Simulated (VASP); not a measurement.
# Pb (Cmmm) in VASP: notebook

Pb is run at these levels: PBE; tasks: single point, relaxation of cell and atoms.

All numbers are computed with VASP 6.6.1; they aren't measurements. Logs are shortened: lines on timing, memory, paths and dates and some standing lists are left out, and cuts for length are marked.

## (1) The cell of the first run

Symmetry: Cmmm, No. 65, orthorhombic system. The conventional cell has a = 5.980 Å, b = 8.926 Å, c = 6.760 Å, α = 90.00°, β = 90.00°, γ = 90.00°. Pb (site symmetry 2) has 6 Pb at 2.99 to 3.38 Å within 3.9 Å. Pb (site symmetry mmm) has 8 Pb at 3.17 Å within 4.2 Å.

## (2) Single point, PBE

INCAR

```
SYSTEM = Pb
ALGO = Normal ; EDIFF = 1E-6
ENCUT = 520 ; GGA = PE
ISIF = 2 ; ISMEAR = 0
LASPH = .TRUE. ; LCHARG = .FALSE.
LREAL = .FALSE. ; LWAVE = .FALSE.
NBANDS = 43 ; NELM = 100
PREC = Accurate ; SIGMA = 0.1
```

KPOINTS

```
k-points
0
G
  4 4 4
  0 0 0
```

POSCAR

```
Pb
1.0
    2.9900496303     -4.4628571084      0.0000000000
    2.9900496303      4.4628571084      0.0000000000
    0.0000000000      0.0000000000      6.7597258193
Pb
5
Direct
    0.5000000000      0.0000000000      0.2500000000
    0.0000000000      0.5000000000      0.7500000000
    0.0000000000      0.5000000000      0.2500000000
    0.5000000000      0.0000000000      0.7500000000
    0.0000000000      0.0000000000      0.0000000000
```

Potentials or basis: VASP PAW PBE potentials, release 64 (Pb_d).

Command:

```sh
$ cat potpaw_PBE.64/Pb_d/POTCAR > POTCAR
$ mpirun -np 1 vasp_std > vasp.out
```

OUTCAR:

```text
SYSTEM = Pb
   EDIFF = 1E-6
   ENCUT = 520
   GGA = PE
   ISIF = 2
   ISMEAR = 0
   LASPH = .TRUE.
   LREAL = .FALSE.
   NELM = 100
   PREC = Accurate

 ion  position               nearest neighbor table
   1  0.500  0.000  0.250-   3 2.99   3 2.99   5 3.17   5 3.17   4 3.38   4 3.38
   2  0.000  0.500  0.750-   4 2.99   4 2.99   5 3.17   5 3.17   3 3.38   3 3.38
   3  0.000  0.500  0.250-   1 2.99   1 2.99   5 3.17   5 3.17   2 3.38   2 3.38
   4  0.500  0.000  0.750-   2 2.99   2 2.99   5 3.17   5 3.17   1 3.38   1 3.38
   5  0.000  0.000  0.000-   1 3.17   2 3.17   3 3.17   4 3.17   2 3.17   3 3.17   1 3.17   4 3.17

  LATTYP: Found a base centered orthorhombic cell.
 ALAT       =     5.9800992606
 B/A-ratio  =     1.4925695758
 C/A-ratio  =     1.1303701702

  Lattice vectors:

 A1 = (   2.9900496303,  -4.4628571084,   0.0000000000)
 A2 = (   2.9900496303,   4.4628571084,   0.0000000000)
 A3 = (   0.0000000000,   0.0000000000,   6.7597258193)

Analysis of symmetry for initial positions (statically):
=====================================================================
 Subroutine PRICEL returns:
 Original cell was already a primitive cell.

 Routine SETGRP: Setting up the symmetry group for a
 base centered orthorhombic supercell.

 Subroutine GETGRP returns: Found  8 space group operations
 (whereof  8 operations were pure point group operations)
 out of a pool of  8 trial point group operations.

The static configuration has the point symmetry D_2h.

Analysis of symmetry for dynamics (positions and initial velocities):
=====================================================================
 Subroutine PRICEL returns:
 Original cell was already a primitive cell.

 Routine SETGRP: Setting up the symmetry group for a
 base centered orthorhombic supercell.

 Subroutine GETGRP returns: Found  8 space group operations
 (whereof  8 operations were pure point group operations)
 out of a pool of  8 trial point group operations.

The dynamic configuration has the point symmetry D_2h.

 Subroutine INISYM returns: Found  8 space group operations
 (whereof  8 operations are pure point group operations),
 and found     1 'primitive' translations

----------------------------------------------------------------------------------------

                                     Primitive cell

  volume of cell :     180.4058

  direct lattice vectors                    reciprocal lattice vectors
     2.990049630 -4.462857108  0.000000000     0.167221305 -0.112035852  0.000000000
     2.990049630  4.462857108  0.000000000     0.167221305  0.112035852  0.000000000
     0.000000000  0.000000000  6.759725819     0.000000000  0.000000000  0.147934994

  length of vectors
     5.371916824  5.371916824  6.759725819     0.201283375  0.201283375  0.147934994

  position of ions in fractional coordinates (direct lattice)
     0.500000000  0.000000000  0.250000000
     0.000000000  0.500000000  0.750000000
     0.000000000  0.500000000  0.250000000
     0.500000000  0.000000000  0.750000000
     0.000000000  0.000000000  0.000000000

  ion indices of the primitive-cell ions
   primitive index   ion index
                 1           1
                 2           2
                 3           3
                 4           4
                 5           5

----------------------------------------------------------------------------------------

 KPOINTS: k-points

Automatic generation of k-mesh.
 Grid dimensions read from file:
 generate k-points for:    4    4    4

 Generating k-lattice:

  Cartesian coordinates                     Fractional coordinates (reciprocal lattice)
     0.041805326 -0.028008963  0.000000000     0.250000000  0.000000000  0.000000000
     0.041805326  0.028008963  0.000000000     0.000000000  0.250000000  0.000000000
     0.000000000  0.000000000  0.036983749     0.000000000  0.000000000  0.250000000

  Length of vectors
     0.050320844  0.050320844  0.036983749

  Shift w.r.t. Gamma in fractional coordinates (k-lattice)
     0.000000000  0.000000000  0.000000000

 Subroutine IBZKPT returns following result:
 ===========================================

 Found     21 irreducible k-points:

 Following reciprocal coordinates:
            Coordinates               Weight
  0.000000  0.000000  0.000000      1.000000
  0.250000  0.000000  0.000000      4.000000
  0.500000  0.000000  0.000000      2.000000
  0.250000  0.250000  0.000000      2.000000
  0.500000  0.250000  0.000000      4.000000
 -0.250000  0.250000  0.000000      2.000000
[... 13 lines left out ...]
 -0.250000  0.250000  0.500000      2.000000
  0.500000  0.500000  0.500000      1.000000
   k-points           NKPTS =     21   k-points in BZ     NKDIM =     21   number of bands    NBANDS=     43
   number of dos      NEDOS =    301   number of ions     NIONS =      5
   total plane-waves  NPLWV =  80000
   dimension x,y,z NGX =    40 NGY =   40 NGZ =   50
   dimension x,y,z NGXF=    80 NGYF=   80 NGZF=  100
   ions per type =               5
   NGX,Y,Z   is equivalent  to a cutoff of  12.38, 12.38, 12.30 a.u.
   NGXF,Y,Z  is equivalent  to a cutoff of  24.76, 24.76, 24.59 a.u.
 SYSTEM =  Pb
   PREC   = accura    normal or accurate (medium, high low for compatibility)
   ISTART =      0    job   : 0-new  1-cont  2-samecut
   ICHARG =      2    charge: 1-file 2-atom 10-const
   ISPIN  =      1    spin polarized calculation?
   LNONCOLLINEAR =      F non collinear calculations
   LSORBIT =      F    spin-orbit coupling
   LASPH  =      T    aspherical Exc in radial PAW
   ENCUT  =  520.0 eV  38.22 Ry    6.18 a.u.   9.99  9.99 12.57*2*pi/ulx,y,z
   NELM   =    100;   NELMIN=  2; NELMDL= -5     # of ELM steps
   EDIFF  = 0.1E-05   stopping-criterion for ELM
   LREAL  =      F    real-space projection
   EDIFFG = 0.1E-04   stopping-criterion for IOM
   NSW    =      0    number of steps for IOM
   IBRION =     -1    ionic relax: 0-MD 1-quasi-New 2-CG
   NFREE  =      0    steps in history (QN), initial steepest desc. (CG)
   ISIF   =      2    stress and relaxation
   ISYM   =      2    0-nonsym 1-usesym 2-fastsym
   POTIM  = 0.5000    time-step for ionic-motion
   TEBEG  =    0.0;   TEEND  =   0.0 temperature during run
   PSTRESS=    0.0 pullay stress
   NELECT =      70.0000    total number of electrons
   NUPDOWN=      -1.0000    fix difference up-down
   EMIN   =  10.00;   EMAX   =-10.00  energy-range for DOS
   EFERMI =   0.00;   METHOD = LEGACY
   ISMEAR =     0;   SIGMA  =   0.10  broadening in eV -4-tet -1-fermi 0-gaus
   EFERMI_NEDOS =   21; number of points for ismear=-14 and -15
   IALGO  =     38    algorithm
   IMIX   =      4    mixing-type and parameters
     AMIX     =   0.40;   BMIX     =  1.00
     AMIX_MAG =   1.60;   BMIX_MAG =  1.00
  volume/ion in A,a.u.               =      36.08       243.49
  Fermi-wavevector in a.u.,A,eV,Ry     =   1.194054  2.256435 19.398715  1.425765
  Thomas-Fermi vector in A             =   2.330054
   LORBIT       =      0    0 simple, 1 ext, 2 COOP (PROOUT), +10 PAW based schemes
   GGA     = PE    functional components
   LHFCALC =     F    Hartree Fock is set to
   AEXX    =    0.0000 exact exchange contribution
   IVDW    =     0    specifies the selected vdW correction
   LEPSILON=     F    determine dielectric tensor
   LRPA    =     F    only Hartree local field effects (RPA)
 non-spin polarized calculation
 Gauss-broadening in eV      SIGMA  =   0.10
  energy-cutoff  :      520.00
  volume of cell :      180.41
 maximum number of plane-waves:      4882
   NGX = 19   NGY = 19   NGZ = 25

 number of electron      69.9999997 magnetization

 Free energy of the ion-electron system (eV)
  ---------------------------------------------------
  ext. energy  EPLUGINS =         0.00000000
  ---------------------------------------------------
  free energy    TOTEN  =       -15.85784573 eV

  energy without entropy =      -15.83824400  energy(sigma->0) =      -15.84804487

 E-fermi :   5.3363     XC(G=0):  -9.0698

 val. band max:        5.3348343889   @ k =  -0.2500   0.2500   0.2500
 cond. band min:       5.3572588691   @ k =   0.5000   0.5000   0.5000
 fundamental gap:      0.0224244802
 Fermi energy:         5.3362644782

 k-point     1 :       0.0000    0.0000    0.0000
  band No.  band energies     occupation
      1     -12.1352      2.00000
      2     -12.0609      2.00000
      3     -11.8403      2.00000
      4     -11.8237      2.00000
      5     -11.8189      2.00000
      6     -11.7961      2.00000
[... 35 lines left out ...]
     42       9.4662      0.00000
     43       9.5788      0.00000

 k-point     2 :       0.2500    0.0000    0.0000
  band No.  band energies     occupation
      1     -12.0082      2.00000
      2     -11.9286      2.00000
      3     -11.8379      2.00000
      4     -11.8251      2.00000
      5     -11.7658      2.00000
      6     -11.7594      2.00000
[... 35 lines left out ...]
     42       9.9780      0.00000
     43      10.3269      0.00000

 k-point     3 :       0.5000    0.0000    0.0000
  band No.  band energies     occupation
      1     -11.8502      2.00000
      2     -11.8264      2.00000
      3     -11.7839      2.00000
      4     -11.7535      2.00000
      5     -11.7029      2.00000
      6     -11.6976      2.00000
[... 35 lines left out ...]
     42       9.3742      0.00000
     43      10.2186      0.00000

 k-point     4 :       0.2500    0.2500    0.0000
  band No.  band energies     occupation
      1     -11.8295      2.00000
      2     -11.8251      2.00000
      3     -11.7890      2.00000
      4     -11.7537      2.00000
      5     -11.7408      2.00000
      6     -11.7089      2.00000
[... 725 lines left out ...]
     42       9.7587      0.00000
     43      10.4435      0.00000

 k-point    20 :      -0.2500    0.2500    0.5000
  band No.  band energies     occupation
      1     -12.0933      2.00000
      2     -12.0886      2.00000
      3     -11.9141      2.00000
      4     -11.8263      2.00000
      5     -11.7687      2.00000
      6     -11.7531      2.00000
[... 35 lines left out ...]
     42       9.3983      0.00000
     43      10.9067      0.00000

 k-point    21 :       0.5000    0.5000    0.5000
  band No.  band energies     occupation
      1     -12.0935      2.00000
      2     -12.0838      2.00000
      3     -11.9326      2.00000
      4     -11.8569      2.00000
      5     -11.8081      2.00000
      6     -11.7475      2.00000
[... 35 lines left out ...]
     42       9.7295      0.00000
     43       9.8631      0.00000

------------------------ aborting loop because EDIFF is reached ----------------------------------------

  FORCE on cell =-STRESS in cart. coord.  units (eV):
  Direction    XX          YY          ZZ          XY          YZ          ZX
  --------------------------------------------------------------------------------------
  -------------------------------------------------------------------------------------
  Total       11.4562030      3.6077646      3.3528454     -0.0000000      0.0000000      0.0000000
  in kB      101.7421308     32.0404287     29.7765005     -0.0000000      0.0000000      0.0000000
  external PRESSURE =      54.5196866 kB  Pullay stress =       0.0000000 kB

 VOLUME and BASIS-vectors are now :
 -----------------------------------------------------------------------------
  energy-cutoff  :      520.00
  volume of cell :      180.41
      direct lattice vectors                 reciprocal lattice vectors
     2.990049630 -4.462857108  0.000000000     0.167221305 -0.112035852  0.000000000
     2.990049630  4.462857108  0.000000000     0.167221305  0.112035852  0.000000000
     0.000000000  0.000000000  6.759725819     0.000000000  0.000000000  0.147934994

 POSITION                                       TOTAL-FORCE (eV/Angst)
 -----------------------------------------------------------------------------------
      1.49502     -2.23143      1.68993        -0.000000      0.000000      0.552676
      1.49502      2.23143      5.06979         0.000000     -0.000000     -0.552676
      1.49502      2.23143      1.68993        -0.000000     -0.000000      0.552676
      1.49502     -2.23143      5.06979         0.000000      0.000000     -0.552676
      0.00000      0.00000      0.00000         0.000000     -0.000000      0.000000
 -----------------------------------------------------------------------------------
    total drift:                               -0.000000      0.000000     -0.000000

  FREE ENERGIE OF THE ION-ELECTRON SYSTEM (eV)
  ---------------------------------------------------
  free  energy   TOTEN  =       -15.8578457326 eV

  energy  without entropy=      -15.8382440008  energy(sigma->0) =      -15.84804487
```

It took 2.2 min on 1 thread of Intel Xeon 6975P-C (Granite Rapids), shared host; peak memory 0.32 GiB.

Results:

| Property | Result |
| --- | --- |
| Free energy | -15.8578 eV |
| Pressure | 5.5 GPa |
| Largest force | 0.553 eV/Å |
| Band gap on the k mesh | zero (band 35 reaches 6.45 eV, above the bottom of band 36 at 4.69 eV) |

Forces in eV/Å, atoms in the order of the input:
```
Pb   0.000  0.000  0.553
Pb   0.000  0.000 -0.553
Pb   0.000  0.000  0.553
Pb   0.000  0.000 -0.553
Pb   0.000  0.000  0.000
```

Levels at points of the mesh, in eV from the Fermi level:
| k point | band 31 | band 32 | band 33 | band 34 | band 35 | band 36 | band 37 | band 38 | band 39 | band 40 |
| --- | --- | --- | --- | --- | --- | --- | --- | --- | --- | --- |
| (0.00, 0.00, 0.00) | -3.92 | -2.35 | -1.74 | -1.56 | -1.25 | -0.22 | 1.28 | 1.43 | 1.91 | 3.31 |
| (0.50, 0.00, 0.00) | -2.85 | -2.34 | -1.93 | -0.77 | 0.97 | 1.05 | 1.13 | 1.94 | 3.37 | 3.45 |
| (0.50, 0.50, 0.00) | -3.70 | -3.32 | -3.17 | -1.44 | -1.34 | -0.65 | 2.58 | 3.46 | 3.68 | 3.99 |
| (0.00, 0.00, 0.50) | -3.50 | -2.42 | -1.50 | -1.02 | -0.69 | 0.14 | 0.47 | 0.88 | 1.61 | 3.00 |
| (0.50, 0.00, 0.50) | -2.07 | -1.45 | -0.24 | -0.07 | 0.59 | 0.64 | 0.95 | 1.83 | 1.96 | 2.34 |
| (0.50, 0.50, 0.50) | -3.77 | -2.65 | -2.44 | -1.01 | 0.02 | 1.04 | 1.08 | 2.70 | 3.22 | 3.40 |

Caveat: spin-orbit coupling is left out, which moves the levels of the heavy elements.

## (3) Relaxation of cell and atoms, PBE

INCAR

```
ALGO = Normal ; EDIFF = 1E-7
EDIFFG = -0.04 ; ENCUT = 600
GGA = PE ; IBRION = 2
ISIF = 3 ; ISMEAR = 0
LASPH = True ; LCHARG = False
LREAL = False ; LWAVE = False
NELM = 100 ; NSW = 90
PREC = Accurate ; SIGMA = 0.1
```

KPOINTS

```
k-points
0
Gamma
  4 4 4
```

POSCAR is that of step 2.

Potentials or basis: VASP PAW PBE potentials, release 64 (Pb_d).

Command:

```sh
$ cat potpaw_PBE.64/Pb_d/POTCAR > POTCAR
$ mpirun -np 1 vasp_std > vasp.out
```

It took 42 min on 1 thread of Intel Xeon 6975P-C (Granite Rapids), shared host; peak memory 0.45 GiB.

It converged, with:

```
Free energy                            : -17.0194 eV
Relaxed volume                         : 35.77 Å³/atom
Relaxed cell                           : a = 4.694 Å, b = 4.694 Å, c = 8.115 Å, α = 90.00°, β = 90.00°, γ = 90.29°
Space group after relaxing (to 0.05 Å) : P4/mmm (No. 123)
Energy gained by relaxing              : 232.2 meV/atom
Ionic steps                            : 27
Pressure after relaxing                : -0.1 GPa
Largest force after relaxing           : 0.014 eV/Å
Band gap on the k mesh                 : zero (band 35 reaches 6.10 eV, above the bottom of band 36 at 3.22 eV)
```

Forces on the atoms (eV/Å):
```
Pb   0.000  0.000 -0.014
Pb   0.000  0.000  0.014
Pb   0.000  0.000 -0.014
Pb   0.000  0.000  0.014
Pb   0.000  0.000  0.000
```

Stress tensor (GPa, compression positive):
```
 0.10  0.00  0.00
 0.00 -0.16  0.00
 0.00  0.00 -0.17
```

Step by step:
```
step  energy change (eV)  largest force (eV/Å)  pressure (GPa)  volume (Å³)
   1              0.0000                0.5521            5.49       180.41
   2             -0.4402                0.0436           -1.49       214.31
   3             -0.4985                0.0931           -0.11       203.92
   4             -0.4984                0.0854           -0.19       204.41
   5             -0.5016                0.0795           -0.12       203.47
   6             -0.5054                0.0619            0.11       200.66
   7             -0.5082                0.0603            0.09       200.42
   8             -0.5204                0.0744            0.04       199.69
   9             -0.5657                0.1416           -0.05       198.15
  10             -0.6958                0.0347           -0.22       194.79
  11             -0.9125                0.2861           -0.28       186.90
  12             -0.4663                1.5820            4.65       166.27
  13             -0.9309                0.4742           -0.09       184.48
  14             -0.9596                0.6734            0.45       180.34
  15             -0.9602                0.6766            0.45       180.29
  16             -0.9618                0.6867            0.45       180.16
  17             -0.9641                0.7083            0.48       179.88
  18             -0.9652                0.7514            0.54       179.32
  19             -0.9691                0.7406            0.53       179.35
  20             -0.9803                0.7097            0.47       179.47
  21             -1.0013                0.6503            0.36       179.69
  22             -1.0380                0.5411            0.16       180.12
  23             -1.0942                0.3536           -0.18       180.96
  24             -1.1466                0.0780           -0.69       182.50
  25             -1.1481                0.0484           -0.75       182.73
  26             -1.1543                0.0380           -0.55       181.49
  27             -1.1612                0.0144           -0.08       178.83
```

Final structure:
```cif
data_structure
_symmetry_space_group_name_H-M 'P 1'
_symmetry_Int_Tables_number 1
_cell_length_a 4.6943
_cell_length_b 4.6943
_cell_length_c 8.1154
_cell_angle_alpha 90.000
_cell_angle_beta 90.000
_cell_angle_gamma 90.294
_cell_volume 178.83
loop_
_atom_site_label
_atom_site_type_symbol
_atom_site_fract_x
_atom_site_fract_y
_atom_site_fract_z
_atom_site_occupancy
Pb1 Pb 0.50000 0.00000 0.30052 1
Pb2 Pb 0.00000 0.50000 0.69948 1
Pb3 Pb 0.00000 0.50000 0.30052 1
Pb4 Pb 0.50000 0.00000 0.69948 1
Pb5 Pb 0.00000 0.00000 0.00000 1
```

Levels at points of the mesh, in eV from the Fermi level:
```csv
k point,band 32,band 33,band 34,band 35,band 36,band 37,band 38,band 39
"(0.00, 0.00, 0.00)",-1.81,-1.02,-0.33,-0.28,-0.04,0.97,2.03,2.05
"(0.50, 0.00, 0.00)",-0.28,-0.25,0.02,0.77,0.85,1.38,1.80,2.04
"(0.50, 0.50, 0.00)",-3.26,-2.43,-2.19,-2.15,-2.07,3.14,3.68,3.72
"(0.00, 0.00, 0.50)",-1.33,-1.27,-1.20,-1.17,1.72,1.80,2.70,2.74
"(0.50, 0.00, 0.50)",-0.85,-0.56,0.11,0.36,0.79,0.91,0.96,1.64
"(0.50, 0.50, 0.50)",-3.15,-2.27,-1.14,-0.44,-0.41,-0.20,-0.16,1.98
```

Caveat: spin-orbit coupling is left out, which moves the levels of the heavy elements.
